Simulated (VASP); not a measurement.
# O (Im-3m) in VASP: further runs

Runs on O. Level: LDA. Tasks: single point.

Everything below comes from runs of VASP 6.6.1. Logs are shortened: lines on timing, memory, paths and dates and some standing lists are left out, and cuts for length are marked.

### Step 1. The cell of the first run

Symmetry: Im-3m, No. 229, cubic system. The conventional cell has a = 2.205 Å, b = 2.205 Å, c = 2.205 Å, α = 90.00°, β = 90.00°, γ = 90.00°. Within 2.5 Å of O (site symmetry m-3m) lie 14 O at 1.91 to 2.20 Å.

### Step 2. Single point, LDA (volume scaled by 0.76)

The input, INCAR:

```
SYSTEM = O
PREC = Accurate ; ENCUT = 520
EDIFF = 1E-6 ; ISMEAR = -1
SIGMA = 0.1 ; LREAL = .FALSE.
LASPH = .TRUE. ; NELM = 80
ALGO = Normal ; ISIF = 2
LWAVE = .FALSE. ; LCHARG = .FALSE.
NBANDS = 9
```

The input, KPOINTS:

```
regular mesh
0
G
  21 21 21
  0 0 0
```

The input, POSCAR:

```
O
1.0
   -1.1024143130      1.1024143130      1.1024143130
    1.1024143130     -1.1024143130      1.1024143130
    1.1024143130      1.1024143130     -1.1024143130
O
1
Direct
    0.0000000000      0.0000000000      0.0000000000
```

Potentials or basis: VASP PAW LDA potentials, release 64 (O).

Started as:

```console
$ cat potpaw_LDA.64/O/POTCAR > POTCAR
$ mpirun -np 1 vasp_std > vasp.out
```

OUTCAR:

```text
SYSTEM = O
   PREC = Accurate
   ENCUT = 520
   EDIFF = 1E-6
   ISMEAR = -1
   LREAL = .FALSE.
   LASPH = .TRUE.
   NELM = 80
   ISIF = 2

 ion  position               nearest neighbor table
   1  0.000  0.000  0.000-

  LATTYP: Found a body centered cubic cell.
 ALAT       =     2.2048286260

  Lattice vectors:

 A1 = (  -1.1024143130,   1.1024143130,   1.1024143130)
 A2 = (   1.1024143130,  -1.1024143130,   1.1024143130)
 A3 = (   1.1024143130,   1.1024143130,  -1.1024143130)

Analysis of symmetry for initial positions (statically):
=====================================================================
 Subroutine PRICEL returns:
 Original cell was already a primitive cell.

 Routine SETGRP: Setting up the symmetry group for a
 body centered cubic supercell.

 Subroutine GETGRP returns: Found 48 space group operations
 (whereof 48 operations were pure point group operations)
 out of a pool of 48 trial point group operations.

The static configuration has the point symmetry O_h .

Analysis of symmetry for dynamics (positions and initial velocities):
=====================================================================
 Subroutine PRICEL returns:
 Original cell was already a primitive cell.

 Routine SETGRP: Setting up the symmetry group for a
 body centered cubic supercell.

 Subroutine GETGRP returns: Found 48 space group operations
 (whereof 48 operations were pure point group operations)
 out of a pool of 48 trial point group operations.

The dynamic configuration has the point symmetry O_h .

 Subroutine INISYM returns: Found 48 space group operations
 (whereof 48 operations are pure point group operations),
 and found     1 'primitive' translations

----------------------------------------------------------------------------------------

                                     Primitive cell

  volume of cell :       5.3591

  direct lattice vectors                    reciprocal lattice vectors
    -1.102414313  1.102414313  1.102414313     0.000000000  0.453549989  0.453549989
     1.102414313 -1.102414313  1.102414313     0.453549989  0.000000000  0.453549989
     1.102414313  1.102414313 -1.102414313     0.453549989  0.453549989  0.000000000

  length of vectors
     1.909437601  1.909437601  1.909437601     0.641416546  0.641416546  0.641416546

  position of ions in fractional coordinates (direct lattice)
     0.000000000  0.000000000  0.000000000

  ion indices of the primitive-cell ions
   primitive index   ion index
                 1           1

----------------------------------------------------------------------------------------

 KPOINTS: regular mesh

Automatic generation of k-mesh.
 Grid dimensions read from file:
 generate k-points for:   21   21   21

 Generating k-lattice:

  Cartesian coordinates                     Fractional coordinates (reciprocal lattice)
     0.000000000  0.021597619  0.021597619     0.047619048  0.000000000  0.000000000
     0.021597619  0.000000000  0.021597619     0.000000000  0.047619048  0.000000000
     0.021597619  0.021597619  0.000000000     0.000000000  0.000000000  0.047619048

  Length of vectors
     0.030543645  0.030543645  0.030543645

  Shift w.r.t. Gamma in fractional coordinates (k-lattice)
     0.000000000  0.000000000  0.000000000

 Subroutine IBZKPT returns following result:
 ===========================================

 Found    286 irreducible k-points:

 Following reciprocal coordinates:
            Coordinates               Weight
  0.000000  0.000000  0.000000      1.000000
  0.047619  0.000000  0.000000     12.000000
  0.095238  0.000000  0.000000     12.000000
  0.142857  0.000000  0.000000     12.000000
  0.190476  0.000000  0.000000     12.000000
  0.238095  0.000000  0.000000     12.000000
[... 16 lines left out ...]
  0.142857  0.095238  0.000000     48.000000
  0.190476  0.095238  0.000000     48.000000
 [... further k-points ...]
   k-points           NKPTS =    286   k-points in BZ     NKDIM =    286   number of bands    NBANDS=      9
   number of dos      NEDOS =    301   number of ions     NIONS =      1
   total plane-waves  NPLWV =   2744
   dimension x,y,z NGX =    14 NGY =   14 NGZ =   14
   dimension x,y,z NGXF=    28 NGYF=   28 NGZF=   28
   ions per type =               1
   NGX,Y,Z   is equivalent  to a cutoff of  12.19, 12.19, 12.19 a.u.
   NGXF,Y,Z  is equivalent  to a cutoff of  24.38, 24.38, 24.38 a.u.
 SYSTEM =  O
   PREC   = accura    normal or accurate (medium, high low for compatibility)
   ISTART =      0    job   : 0-new  1-cont  2-samecut
   ICHARG =      2    charge: 1-file 2-atom 10-const
   ISPIN  =      1    spin polarized calculation?
   LNONCOLLINEAR =      F non collinear calculations
   LSORBIT =      F    spin-orbit coupling
   LASPH  =      T    aspherical Exc in radial PAW
   ENCUT  =  520.0 eV  38.22 Ry    6.18 a.u.   3.55  3.55  3.55*2*pi/ulx,y,z
   NELM   =     80;   NELMIN=  2; NELMDL= -5     # of ELM steps
   EDIFF  = 0.1E-05   stopping-criterion for ELM
   LREAL  =      F    real-space projection
   EDIFFG = 0.1E-04   stopping-criterion for IOM
   NSW    =      0    number of steps for IOM
   IBRION =     -1    ionic relax: 0-MD 1-quasi-New 2-CG
   NFREE  =      0    steps in history (QN), initial steepest desc. (CG)
   ISIF   =      2    stress and relaxation
   ISYM   =      2    0-nonsym 1-usesym 2-fastsym
   POTIM  = 0.5000    time-step for ionic-motion
   TEBEG  =    0.0;   TEEND  =   0.0 temperature during run
   PSTRESS=    0.0 pullay stress
   NELECT =       6.0000    total number of electrons
   NUPDOWN=      -1.0000    fix difference up-down
   EMIN   =  10.00;   EMAX   =-10.00  energy-range for DOS
   EFERMI =   0.00;   METHOD = LEGACY
   ISMEAR =    -1;   SIGMA  =   0.10  broadening in eV -4-tet -1-fermi 0-gaus
   EFERMI_NEDOS =   21; number of points for ismear=-14 and -15
   IALGO  =     38    algorithm
   IMIX   =      4    mixing-type and parameters
     AMIX     =   0.40;   BMIX     =  1.00
     AMIX_MAG =   1.60;   BMIX_MAG =  1.00
  volume/ion in A,a.u.               =       5.36        36.17
  Fermi-wavevector in a.u.,A,eV,Ry     =   1.699914  3.212373 39.316881  2.889709
  Thomas-Fermi vector in A             =   2.780145
   LORBIT       =      0    0 simple, 1 ext, 2 COOP (PROOUT), +10 PAW based schemes
   GGA     = CA    functional components
   LHFCALC =     F    Hartree Fock is set to
   AEXX    =    0.0000 exact exchange contribution
   IVDW    =     0    specifies the selected vdW correction
   LEPSILON=     F    determine dielectric tensor
   LRPA    =     F    only Hartree local field effects (RPA)
 non-spin polarized calculation
  energy-cutoff  :      520.00
  volume of cell :        5.36
 maximum number of plane-waves:       152
   NGX =  7   NGY =  7   NGZ =  7

 number of electron       5.9999999 magnetization

 Free energy of the ion-electron system (eV)
  ---------------------------------------------------
  ext. energy  EPLUGINS =         0.00000000
  ---------------------------------------------------
  free energy    TOTEN  =        -2.87917604 eV

  energy without entropy =       -2.85813992  energy(sigma->0) =       -2.86865798

 E-fermi :   7.8762     XC(G=0): -14.9560

 val. band max:        7.8529154148   @ k =  -0.3333   0.4286   0.1905
 cond. band min:       7.8866601034   @ k =  -0.1429   0.1905   0.0952
 fundamental gap:      0.0337446886
 Fermi energy:         7.8762095362

 k-point     1 :       0.0000    0.0000    0.0000
  band No.  band energies     occupation
      1     -18.6304      2.00000
      2      10.9602      0.00000
      3      10.9602      0.00000
      4      10.9602      0.00000
      5      35.1239      0.00000
      6      49.3395      0.00000
      7      49.3395      0.00000
      8      49.3395      0.00000
      9      54.1053      0.00000

 k-point     2 :       0.0476    0.0000    0.0000
  band No.  band energies     occupation
      1     -18.5223      2.00000
      2      10.7183      0.00000
      3      10.8701      0.00000
      4      10.9453      0.00000
      5      35.2304      0.00000
      6      48.3848      0.00000
      7      48.4755      0.00000
      8      49.6518      0.00000
      9      52.5214      0.00000

 k-point     3 :       0.0952    0.0000    0.0000
  band No.  band energies     occupation
      1     -18.1991      2.00000
      2      10.0104      0.00000
      3      10.6126      0.00000
      4      10.9014      0.00000
      5      35.5161      0.00000
      6      45.6855      0.00000
      7      46.6972      0.00000
      8      50.5726      0.00000
      9      52.0072      0.00000

 k-point     4 :       0.1429    0.0000    0.0000
  band No.  band energies     occupation
      1     -17.6647      2.00000
      2       8.8849      0.00008
      3      10.2228      0.00000
      4      10.8314      0.00000
      5      35.8645      0.00000
      6      42.8081      0.00000
      7      44.7894      0.00000
      8      51.0224      0.00000
      9      52.0577      0.00000
[... 205 lines left out ...]
 k-point    22 :       0.0952    0.0952    0.0000
  band No.  band energies     occupation
      1     -17.3463      2.00000
      2       8.3384      0.01947
      3      10.0978      0.00000
      4      10.5787      0.00000
      5      36.1024      0.00000
      6      41.8341      0.00000
      7      43.3998      0.00000
      8      50.4147      0.00000
      9      52.8610      0.00000

 k-point    23 :       0.1429    0.0952    0.0000
  band No.  band energies     occupation
      1     -16.6107      2.00000
      2       7.0446      1.99951
      3       9.5457      0.00000
      4      10.4199      0.00000
      5      36.3404      0.00000
      6      39.7946      0.00000
      7      41.9431      0.00000
      8      50.3248      0.00000
      9      54.5862      0.00000

 k-point    24 :       0.1905    0.0952    0.0000
  band No.  band energies     occupation
      1     -15.6817      2.00000
      2       5.4916      2.00000
      3       8.9086      0.00007
      4      10.2741      0.00000
      5      35.8961      0.00000
      6      38.6977      0.00000
      7      40.7870      0.00000
      8      50.3669      0.00000
      9      56.3657      0.00000

 [... further k-points ...]

------------------------ aborting loop because EDIFF is reached ----------------------------------------

  FORCE on cell =-STRESS in cart. coord.  units (eV):
  Direction    XX          YY          ZZ          XY          YZ          ZX
  --------------------------------------------------------------------------------------
  -------------------------------------------------------------------------------------
  Total        3.5159200      3.5159200      3.5159200      0.0000000     -0.0000000      0.0000000
  in kB     1051.1266587   1051.1266587   1051.1266587      0.0000000     -0.0000000      0.0000000
  external PRESSURE =    1051.1266587 kB  Pullay stress =       0.0000000 kB

 VOLUME and BASIS-vectors are now :
 -----------------------------------------------------------------------------
  energy-cutoff  :      520.00
  volume of cell :        5.36
      direct lattice vectors                 reciprocal lattice vectors
    -1.102414313  1.102414313  1.102414313     0.000000000  0.453549989  0.453549989
     1.102414313 -1.102414313  1.102414313     0.453549989  0.000000000  0.453549989
     1.102414313  1.102414313 -1.102414313     0.453549989  0.453549989  0.000000000

 POSITION                                       TOTAL-FORCE (eV/Angst)
 -----------------------------------------------------------------------------------
      0.00000      0.00000      0.00000         0.000000      0.000000      0.000000
 -----------------------------------------------------------------------------------
    total drift:                               -0.000000     -0.000000     -0.000000

  FREE ENERGIE OF THE ION-ELECTRON SYSTEM (eV)
  ---------------------------------------------------
  free  energy   TOTEN  =        -2.8791760367 eV

  energy  without entropy=       -2.8581399206  energy(sigma->0) =       -2.86865798
```

Run time: 4.8 s. Hardware: 1 thread of Intel Xeon Platinum 8259CL at 2.50GHz (Skylake/Cascade Lake), shared host; peak memory 0.11 GiB.

What came out:

```yaml
Free_energy: -2.8792 eV
Pressure: 105.1 GPa
Band_gap_on_the_k_mesh: zero (band 3 reaches 10.96 eV, above the bottom of band 4 at 2.81 eV)
```

Levels at points of the mesh, in eV from the Fermi level:
| k point | band 1 | band 2 | band 3 | band 4 | band 5 | band 6 | band 7 | band 8 |
| --- | --- | --- | --- | --- | --- | --- | --- | --- |
| (0.00, 0.00, 0.00) | -26.51 | 3.08 | 3.08 | 3.08 | 27.25 | 41.46 | 41.46 | 41.46 |

### Step 3. Single point, LDA (volume scaled by 0.84)

The input, INCAR:

```
SYSTEM = O
ALGO = Normal ; EDIFF = 1E-7
ENCUT = 520 ; ISIF = 2
ISMEAR = -1 ; LASPH = .True.
LCHARG = .True. ; LELF = .True.
LREAL = .False. ; LVHAR = .True.
LWAVE = .False. ; NBANDS = 9
NELM = 80 ; PREC = Accurate
SIGMA = 0.1
```

The input, KPOINTS:

```
k-points
0
Gamma
  21 21 21
  0 0 0
```

The input, POSCAR:

```
O
1.0
   -1.1398124799      1.1398124799      1.1398124799
    1.1398124799     -1.1398124799      1.1398124799
    1.1398124799      1.1398124799     -1.1398124799
O
1
Direct
    0.0000000000      0.0000000000      0.0000000000
```

Potentials or basis: VASP PAW LDA potentials, release 64 (O).

Started as:

```console
$ cat potpaw_LDA.64/O/POTCAR > POTCAR
$ mpirun -np 1 vasp_std > vasp.out
```

Wall time 6.1 s (1 thread of Intel Xeon Platinum 8259CL at 2.50GHz (Skylake/Cascade Lake), shared host); peak memory 0.12 GiB.

It converged, with:

```yaml
Free_energy: -3.1546 eV
Pressure: 53.8 GPa
Band_gap_on_the_k_mesh: zero (band 3 reaches 8.82 eV, above the bottom of band 4 at 1.74 eV)
```

Levels at points of the mesh, in eV from the Fermi level:
```
           k point  band 1  band 2  band 3  band 4  band 5  band 6  band 7  band 8
(0.00, 0.00, 0.00)  -24.85    2.72    2.72    2.72   24.54   39.93   39.93   39.93
```

### Step 4. Single point, LDA (volume scaled by 0.84)

The input, INCAR:

```
PREC = Accurate ; ENCUT = 520
EDIFF = 1E-6 ; ISMEAR = -1
SIGMA = 0.1 ; LREAL = False
LASPH = True ; NELM = 60
ALGO = Normal ; ISIF = 2
LWAVE = False ; LCHARG = False
GGA = CA ; NBANDS = 9
```

The input, KPOINTS:

```
regular mesh
0
Gamma
  21 21 21
```

POSCAR is that of step 3.

Started as:

```console
$ cat potpaw_LDA.64/O/POTCAR > POTCAR
$ mpirun -np 1 vasp_std > vasp.out
```

It took 5.7 s on 1 thread of Intel Xeon Platinum 8259CL at 2.50GHz (Skylake/Cascade Lake), shared host; peak memory 0.11 GiB.

The run converged. Its results:

- Free energy: -3.1546 eV
- Pressure: 53.8 GPa
- Band gap on the k mesh: zero (band 3 reaches 8.82 eV, above the bottom of band 4 at 1.74 eV)

Levels at points of the mesh, in eV from the Fermi level:
```
           k point  band 1  band 2  band 3  band 4  band 5  band 6  band 7  band 8
(0.00, 0.00, 0.00)  -24.85    2.72    2.72    2.72   24.54   39.93   39.93   39.93
```

### Step 5. Single point, LDA (volume scaled by 0.92)

The input, INCAR:

```
  PREC = Accurate
  ENCUT = 520
  EDIFF = 1E-6
  ISMEAR = -1
  SIGMA = 0.1
  LREAL = False
  LASPH = True
  NELM = 100
  ALGO = Normal
  ISIF = 2
  LWAVE = False
  LCHARG = True
  LELF = True
  LVHAR = True
  NBANDS = 9
```

The input, KPOINTS:

```
Automatic mesh
0
Gamma
  21 21 21
```

The input, POSCAR:

```
O
1.0
   -1.1749054586      1.1749054586      1.1749054586
    1.1749054586     -1.1749054586      1.1749054586
    1.1749054586      1.1749054586     -1.1749054586
O
1
Direct
    0.0000000000      0.0000000000      0.0000000000
```

Started as:

```console
$ cat potpaw_LDA.64/O/POTCAR > POTCAR
$ mpirun -np 1 vasp_std > vasp.out
```

Run time: 6.3 s. Hardware: 1 thread of AMD EPYC 9R45 (Zen 5), shared host; peak memory 0.08 GiB.

The run converged. Its results:

```
Free energy            : -3.2842 eV
Pressure               : 21.0 GPa
Band gap on the k mesh : zero (band 3 reaches 7.04 eV, above the bottom of band 4 at 0.80 eV)
```

Levels at points of the mesh, in eV from the Fermi level:
| k point | band 1 | band 2 | band 3 | band 4 | band 5 | band 6 | band 7 |
| --- | --- | --- | --- | --- | --- | --- | --- |
| (0.00, 0.00, 0.00) | -23.49 | 2.42 | 2.42 | 2.42 | 22.34 | 38.58 | 38.58 |

### Step 6. Overview

| cell | gap on the mesh (eV) | pressure (GPa) |
| --- | --- | --- |
| a = 1.909 Å, angles 109.5°, 1 atom | none | 105.1 |
| a = 1.974 Å, angles 109.5°, 1 atom | none | 53.8 |
| a = 2.035 Å, angles 109.5°, 1 atom | none | 21.0 |

Alike in all rows: task single point; level LDA; potentials or basis VASP PAW LDA potentials, release 64 (O); no spin polarisation; k mesh 21 × 21 × 21; cutoff (eV) 520; smearing fermi-dirac 0.1 eV.

Absolute energies hang on the potentials; compare differences alone.
